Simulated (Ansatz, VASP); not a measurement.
This is a calculation of InSb3 for VASP 6.6.1.

Contents of INCAR:

```
ALGO = Normal
EDIFF = 1E-7
ENCUT = 520
GGA = CA
ISIF = 2
ISMEAR = -1
LASPH = T
LCHARG = F
LREAL = F
LWAVE = F
NBANDS = 22
NELM = 100
PREC = Accurate
SIGMA = 0.05
```

The input KPOINTS:

```
k-points
0
Gamma
  6 6 6
```

POSCAR

```
InSb3
1.0
    0.0000000000      3.7945550000      3.7945550000
    3.7945550000      0.0000000000      3.7945550000
    3.7945550000      3.7945550000      0.0000000000
Sb In
3 1
Direct
    0.5000000000      0.5000000000      0.5000000000
    0.7500000000      0.7500000000      0.7500000000
    0.2500000000      0.2500000000      0.2500000000
    0.0000000000      0.0000000000      0.0000000000
```

Potentials or basis: VASP PAW LDA potentials, release 64 (Sb, In_d).

The run is started by

```bash
$ cat potpaw_LDA.64/Sb/POTCAR potpaw_LDA.64/In_d/POTCAR > POTCAR
$ mpirun -np 1 vasp_std > vasp.out
```

Set up the same calculation for Ansatz 0.2.0. Potentials there: Ansatz PAW.

As run (the cutoff follows the program's own potentials):

The input input.yaml:

```yaml
crystal:
  lattice:
    - [0.0, 3.794555, 3.794555]
    - [3.794555, 0.0, 3.794555]
    - [3.794555, 3.794555, 0.0]
  atoms:
    - { symbol: Sb, position: [0.5, 0.5, 0.5] }
    - { symbol: Sb, position: [0.75, 0.75, 0.75] }
    - { symbol: Sb, position: [0.25, 0.25, 0.25] }
    - { symbol: In, position: [0.0, 0.0, 0.0] }
hamiltonian:
  xc: lda
  pseudopotentials: { kind: paw }
kpoints:
  mp_grid: { grid: [6, 6, 6] }
scf:
  occupations: { method: fermi_dirac, width: 0.05 }
output:
  forces: true
  stress: true
  eigenvalues: true
```

Potentials or basis: Ansatz PAW.

Command:

```sh
$ ansatz run input.yaml --threads 2 --pin off --max-ram 5632MiB --backend cpu --events-out ev --progress --plain --runs-dir out
```

Both were run:

|  | VASP | Ansatz | Ansatz less VASP |
| --- | --- | --- | --- |
| gap on the k mesh at the Fermi level (eV) | none | none | - |
| pressure (GPa) | -4.2 | -4.2 | -0.03 |

LDA's correlation is that of Perdew and Zunger in VASP and of Perdew and Wang (1992) in Ansatz. A gap of «none» marks a metal or a gap that the smearing closes. VASP's potentials hold 28 valence electrons a cell and Ansatz's 58, so a difference there can come from the potentials and not from the codes.

Neither program's run includes spin-orbit coupling.
